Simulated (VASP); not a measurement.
# LiNbO3 (R-3c) in VASP: notebook

The runs below take LiNbO3 through single point, with PBE.

Program: VASP 6.6.1. These are calculated values, not measurements. Logs are shortened: lines on timing, memory, paths and dates and some standing lists are left out, and cuts for length are marked.

## 1. The cell of the first run

It takes space group R-3c (No. 167, trigonal). Conventional cell: a = 5.138 Å, b = 5.138 Å, c = 13.229 Å, α = 90.00°, β = 90.00°, γ = 120.00°. Li (site symmetry 32) has 3 O at 1.90 Å within 2.5 Å. Within 2.6 Å of Nb (site symmetry -3) lie 6 O at 1.97 Å. Within 2.5 Å of O (site symmetry 2) lie 1 Li at 1.90 Å and 2 Nb at 1.97 Å.

## 2. Single point, PBE (z stretched by -2 %, then relaxed in part)

The input, INCAR:

```
PREC = Accurate ; ENCUT = 520
EDIFF = 1E-6 ; ISMEAR = -1
SIGMA = 0.02 ; LREAL = F
LASPH = T ; NELM = 80
ALGO = Normal ; ISIF = 2
LWAVE = F ; LCHARG = T
GGA = PE ; LELF = T
LVHAR = T ; NBANDS = 45
```

The input, KPOINTS:

```
Automatic mesh
0
Gamma
  7 7 7
```

The input, POSCAR:

```
LiNbO3
1.0
    2.5689010133      1.4831556916      4.4095786000
   -2.5689010133      1.4831556916      4.4095786000
    0.0000000000     -2.9663113832      4.4095786000
Li Nb O
2 2 6
Direct
    0.7500000000      0.7500000000      0.7500000000
    0.2500000000      0.2500000000      0.2500000000
    0.5000000000      0.5000000000      0.5000000000
    0.0000000000      0.0000000000      0.0000000000
    0.6188720809      0.8811279191      0.2500000000
    0.2500000000      0.6188720809      0.8811279191
    0.8811279191      0.2500000000      0.6188720809
    0.7500000000      0.3811279191      0.1188720809
    0.3811279191      0.1188720809      0.7500000000
    0.1188720809      0.7500000000      0.3811279191
```

Potentials or basis: VASP PAW PBE potentials, release 64 (Li_sv, Nb_sv, O).

The run is started by

```bash
$ cat potpaw_PBE.64/Li_sv/POTCAR potpaw_PBE.64/Nb_sv/POTCAR potpaw_PBE.64/O/POTCAR > POTCAR
$ mpirun -np 1 vasp_std > vasp.out
```

OUTCAR:

```text
PREC = Accurate
   ENCUT = 520
   EDIFF = 1E-6
   ISMEAR = -1
   LREAL = F
   LASPH = T
   NELM = 80
   ISIF = 2
   GGA = PE

 ion  position               nearest neighbor table
   1  0.750  0.750  0.750-   9 1.90   8 1.90  10 1.90
   2  0.250  0.250  0.250-   5 1.90   6 1.90   7 1.90
   3  0.500  0.500  0.500-   7 1.97  10 1.97   8 1.97   6 1.97   9 1.97   5 1.97
   4  0.000  0.000  0.000-   6 1.97   8 1.97   7 1.97  10 1.97   9 1.97   5 1.97
   5  0.619  0.881  0.250-   2 1.90   3 1.97   4 1.97
   6  0.250  0.619  0.881-   2 1.90   4 1.97   3 1.97
   7  0.881  0.250  0.619-   2 1.90   3 1.97   4 1.97
   8  0.750  0.381  0.119-   1 1.90   4 1.97   3 1.97
   9  0.381  0.119  0.750-   1 1.90   3 1.97   4 1.97
  10  0.119  0.750  0.381-   1 1.90   3 1.97   4 1.97

  LATTYP: Found a trigonal (rhomboedric) cell.
 ALAT       =     5.3144507384
 COS(alpha) =     0.5326868907

  Lattice vectors:

 A1 = (   2.5689010133,   1.4831556916,   4.4095786000)
 A2 = (  -2.5689010133,   1.4831556916,   4.4095786000)
 A3 = (   0.0000000000,  -2.9663113832,   4.4095786000)

Analysis of symmetry for initial positions (statically):
=====================================================================
 Subroutine PRICEL returns:
 Original cell was already a primitive cell.

 Routine SETGRP: Setting up the symmetry group for a
 trigonal (rhombohedral) supercell.

 Subroutine GETGRP returns: Found 12 space group operations
 (whereof  6 operations were pure point group operations)
 out of a pool of 12 trial point group operations.

The static configuration has the point symmetry S_6 .
 The point group associated with its full space group is D_3d.

Analysis of symmetry for dynamics (positions and initial velocities):
=====================================================================
 Subroutine PRICEL returns:
 Original cell was already a primitive cell.

 Routine SETGRP: Setting up the symmetry group for a
 trigonal (rhombohedral) supercell.

 Subroutine GETGRP returns: Found 12 space group operations
 (whereof  6 operations were pure point group operations)
 out of a pool of 12 trial point group operations.

The dynamic configuration has the point symmetry S_6 .
 The point group associated with its full space group is D_3d.

 Subroutine INISYM returns: Found 12 space group operations
 (whereof  6 operations are pure point group operations),
 and found     1 'primitive' translations

----------------------------------------------------------------------------------------

                                     Primitive cell

  volume of cell :     100.8051

  direct lattice vectors                    reciprocal lattice vectors
     2.568901013  1.483155692  4.409578600     0.194635760  0.112373008  0.075593013
    -2.568901013  1.483155692  4.409578600    -0.194635760  0.112373008  0.075593013
     0.000000000 -2.966311383  4.409578600     0.000000000 -0.224746016  0.075593013

  length of vectors
     5.314450738  5.314450738  5.314450738     0.237118273  0.237118273  0.237118273

  position of ions in fractional coordinates (direct lattice)
     0.750000000  0.750000000  0.750000000
     0.250000000  0.250000000  0.250000000
     0.500000000  0.500000000  0.500000000
     0.000000000  0.000000000  0.000000000
     0.618872081  0.881127919  0.250000000
     0.250000000  0.618872081  0.881127919
     0.881127919  0.250000000  0.618872081
     0.750000000  0.381127919  0.118872081
     0.381127919  0.118872081  0.750000000
     0.118872081  0.750000000  0.381127919

  ion indices of the primitive-cell ions
   primitive index   ion index
                 1           1
                 2           2
                 3           3
                 4           4
                 5           5
                 6           6
                 7           7
                 8           8
                 9           9
                10          10

----------------------------------------------------------------------------------------

 KPOINTS: Automatic mesh

Automatic generation of k-mesh.
 Grid dimensions read from file:
 generate k-points for:    7    7    7

 Generating k-lattice:

  Cartesian coordinates                     Fractional coordinates (reciprocal lattice)
     0.027805109  0.016053287  0.010799002     0.142857143 -0.000000000 -0.000000000
    -0.027805109  0.016053287  0.010799002    -0.000000000  0.142857143 -0.000000000
     0.000000000 -0.032106574  0.010799002    -0.000000000 -0.000000000  0.142857143

  Length of vectors
     0.033874039  0.033874039  0.033874039

  Shift w.r.t. Gamma in fractional coordinates (k-lattice)
     0.000000000  0.000000000  0.000000000

 Subroutine IBZKPT returns following result:
 ===========================================

 Found     44 irreducible k-points:

 Following reciprocal coordinates:
            Coordinates               Weight
  0.000000  0.000000  0.000000      1.000000
  0.142857  0.000000 -0.000000      6.000000
  0.285714  0.000000 -0.000000      6.000000
  0.428571  0.000000  0.000000      6.000000
  0.142857  0.142857 -0.000000      6.000000
  0.285714  0.142857 -0.000000     12.000000
[... 16 lines left out ...]
  0.285714  0.285714  0.142857      6.000000
  0.428571  0.285714  0.142857     12.000000
 [... further k-points ...]
   k-points           NKPTS =     44   k-points in BZ     NKDIM =     44   number of bands    NBANDS=     45
   number of dos      NEDOS =    301   number of ions     NIONS =     10
   total plane-waves  NPLWV =  64000
   dimension x,y,z NGX =    40 NGY =   40 NGZ =   40
   dimension x,y,z NGXF=    80 NGYF=   80 NGZF=   80
   ions per type =               2   2   6
   NGX,Y,Z   is equivalent  to a cutoff of  12.51, 12.51, 12.51 a.u.
   NGXF,Y,Z  is equivalent  to a cutoff of  25.03, 25.03, 25.03 a.u.
 SYSTEM =  unknown system
   PREC   = accura    normal or accurate (medium, high low for compatibility)
   ISTART =      0    job   : 0-new  1-cont  2-samecut
   ICHARG =      2    charge: 1-file 2-atom 10-const
   ISPIN  =      1    spin polarized calculation?
   LNONCOLLINEAR =      F non collinear calculations
   LSORBIT =      F    spin-orbit coupling
   LASPH  =      T    aspherical Exc in radial PAW
   ENCUT  =  520.0 eV  38.22 Ry    6.18 a.u.   9.88  9.88  9.88*2*pi/ulx,y,z
   NELM   =     80;   NELMIN=  2; NELMDL= -5     # of ELM steps
   EDIFF  = 0.1E-05   stopping-criterion for ELM
   LREAL  =      F    real-space projection
   EDIFFG = 0.1E-04   stopping-criterion for IOM
   NSW    =      0    number of steps for IOM
   IBRION =     -1    ionic relax: 0-MD 1-quasi-New 2-CG
   NFREE  =      0    steps in history (QN), initial steepest desc. (CG)
   ISIF   =      2    stress and relaxation
   ISYM   =      2    0-nonsym 1-usesym 2-fastsym
   POTIM  = 0.5000    time-step for ionic-motion
   TEBEG  =    0.0;   TEEND  =   0.0 temperature during run
   PSTRESS=    0.0 pullay stress
   NELECT =      68.0000    total number of electrons
   NUPDOWN=      -1.0000    fix difference up-down
   EMIN   =  10.00;   EMAX   =-10.00  energy-range for DOS
   EFERMI =   0.00;   METHOD = LEGACY
   ISMEAR =    -1;   SIGMA  =   0.02  broadening in eV -4-tet -1-fermi 0-gaus
   EFERMI_NEDOS =   21; number of points for ismear=-14 and -15
   IALGO  =     38    algorithm
   IMIX   =      4    mixing-type and parameters
     AMIX     =   0.40;   BMIX     =  1.00
     AMIX_MAG =   1.60;   BMIX_MAG =  1.00
  volume/ion in A,a.u.               =      10.08        68.03
  Fermi-wavevector in a.u.,A,eV,Ry     =   1.435766  2.713204 28.047375  2.061424
  Thomas-Fermi vector in A             =   2.555028
   LORBIT       =      0    0 simple, 1 ext, 2 COOP (PROOUT), +10 PAW based schemes
   GGA     = PE    functional components
   LHFCALC =     F    Hartree Fock is set to
   AEXX    =    0.0000 exact exchange contribution
   IVDW    =     0    specifies the selected vdW correction
   LEPSILON=     F    determine dielectric tensor
   LRPA    =     F    only Hartree local field effects (RPA)
 non-spin polarized calculation
  energy-cutoff  :      520.00
  volume of cell :      100.81
 maximum number of plane-waves:      2746
   NGX = 19   NGY = 19   NGZ = 19

 number of electron      68.0000023 magnetization

 Free energy of the ion-electron system (eV)
  ---------------------------------------------------
  ext. energy  EPLUGINS =         0.00000000
  ---------------------------------------------------
  free energy    TOTEN  =       -79.42446046 eV

  energy without entropy =      -79.42446046  energy(sigma->0) =      -79.42446046

 E-fermi :   4.7719     XC(G=0): -11.0924

 val. band max:        4.3125283963   @ k =   0.0000   0.0000   0.0000
 cond. band min:       6.9541518002   @ k =   0.4286   0.4286   0.0000
 fundamental gap:      2.6416234039
 Fermi energy:         4.7719226338

 k-point     1 :       0.0000    0.0000    0.0000
  band No.  band energies     occupation
      1     -50.1022      2.00000
      2     -50.0818      2.00000
      3     -38.3442      2.00000
      4     -38.3413      2.00000
      5     -26.3985      2.00000
      6     -26.3985      2.00000
[... 37 lines left out ...]
     44      15.4255      0.00000
     45      15.6843      0.00000

 k-point     2 :       0.1429    0.0000   -0.0000
  band No.  band energies     occupation
      1     -50.1012      2.00000
      2     -50.0828      2.00000
      3     -38.3440      2.00000
      4     -38.3415      2.00000
      5     -26.3893      2.00000
      6     -26.3887      2.00000
[... 37 lines left out ...]
     44      15.2053      0.00000
     45      15.2197      0.00000

 k-point     3 :       0.2857    0.0000   -0.0000
  band No.  band energies     occupation
      1     -50.0984      2.00000
      2     -50.0856      2.00000
      3     -38.3437      2.00000
      4     -38.3418      2.00000
      5     -26.3628      2.00000
      6     -26.3609      2.00000
[... 997 lines left out ...]
     44      14.2193      0.00000
     45      15.1440      0.00000

 k-point    24 :       0.4286    0.2857    0.1429
  band No.  band energies     occupation
      1     -50.0968      2.00000
      2     -50.0872      2.00000
      3     -38.3435      2.00000
      4     -38.3421      2.00000
      5     -26.4039      2.00000
      6     -26.3563      2.00000
[... 37 lines left out ...]
     44      13.9001      0.00000
     45      14.8416      0.00000

 [... further k-points ...]

------------------------ aborting loop because EDIFF is reached ----------------------------------------

  FORCE on cell =-STRESS in cart. coord.  units (eV):
  Direction    XX          YY          ZZ          XY          YZ          ZX
  --------------------------------------------------------------------------------------
  -------------------------------------------------------------------------------------
  Total        6.9714945      6.9714945      9.5270466      0.0000000      0.0000000     -0.0000000
  in kB      110.8036382    110.8036382    151.4211080      0.0000000      0.0000000     -0.0000000
  external PRESSURE =     124.3427948 kB  Pullay stress =       0.0000000 kB

 VOLUME and BASIS-vectors are now :
 -----------------------------------------------------------------------------
  energy-cutoff  :      520.00
  volume of cell :      100.81
      direct lattice vectors                 reciprocal lattice vectors
     2.568901013  1.483155692  4.409578600     0.194635760  0.112373008  0.075593013
    -2.568901013  1.483155692  4.409578600    -0.194635760  0.112373008  0.075593013
     0.000000000 -2.966311383  4.409578600     0.000000000 -0.224746016  0.075593013

 POSITION                                       TOTAL-FORCE (eV/Angst)
 -----------------------------------------------------------------------------------
      0.00000      0.00000      9.92155        -0.000000      0.000000      0.000000
      0.00000      0.00000      3.30718         0.000000      0.000000      0.000000
      0.00000      0.00000      6.61437        -0.000000      0.000000      0.000000
      0.00000      0.00000      0.00000        -0.000000      0.000000      0.000000
     -0.67371      1.48316      7.71676         0.033050      0.000000      0.000000
     -0.94760     -1.32503      7.71676        -0.016525      0.028622      0.000000
      1.62131     -0.15813      7.71676        -0.016525     -0.028622      0.000000
      0.94760      1.32503      5.51197         0.016525     -0.028622      0.000000
      0.67371     -1.48316      5.51197        -0.033050      0.000000     -0.000000
     -1.62131      0.15813      5.51197         0.016525      0.028622      0.000000
 -----------------------------------------------------------------------------------
    total drift:                               -0.000000      0.000000      0.000000

  FREE ENERGIE OF THE ION-ELECTRON SYSTEM (eV)
  ---------------------------------------------------
  free  energy   TOTEN  =       -79.4244604610 eV

  energy  without entropy=      -79.4244604610  energy(sigma->0) =      -79.42446046
```

It took 4.8 min on 1 thread of Intel Xeon Platinum 8488C (Sapphire Rapids), shared host; peak memory 0.33 GiB.

Results:

- Free energy: -79.4245 eV
- Largest force: 0.033 eV/Å
- Band gap on the k mesh: 2.64 eV (least direct gap 2.72 eV)

Forces on the atoms (eV/Å):
```
Li   0.000  0.000  0.000
Li   0.000  0.000  0.000
Nb   0.000  0.000  0.000
Nb   0.000  0.000  0.000
O    0.033  0.000  0.000
O   -0.017  0.029  0.000
O   -0.017 -0.029  0.000
O    0.017 -0.029  0.000
O   -0.033  0.000  0.000
O    0.017  0.029  0.000
```

Levels at points of the mesh, in eV from the valence-band top:
```csv
k point,band 30,band 31,band 32,band 33,band 34,band 35,band 36,band 37,band 38,band 39
"(0.00, 0.00, 0.00)",-0.48,-0.48,-0.30,-0.30,0.00,2.72,2.72,2.74,4.75,4.75
```

Caveat: the cell differs from its parent crystal (z stretched by -2 %, then relaxed in part); the cutoff is under 1.25 times the usual one of these potentials, so pressure, stress and relaxed cells hold a basis-set (Pulay) error. A k mesh can miss the band edges.

(Part 1 of 2 ends here.)
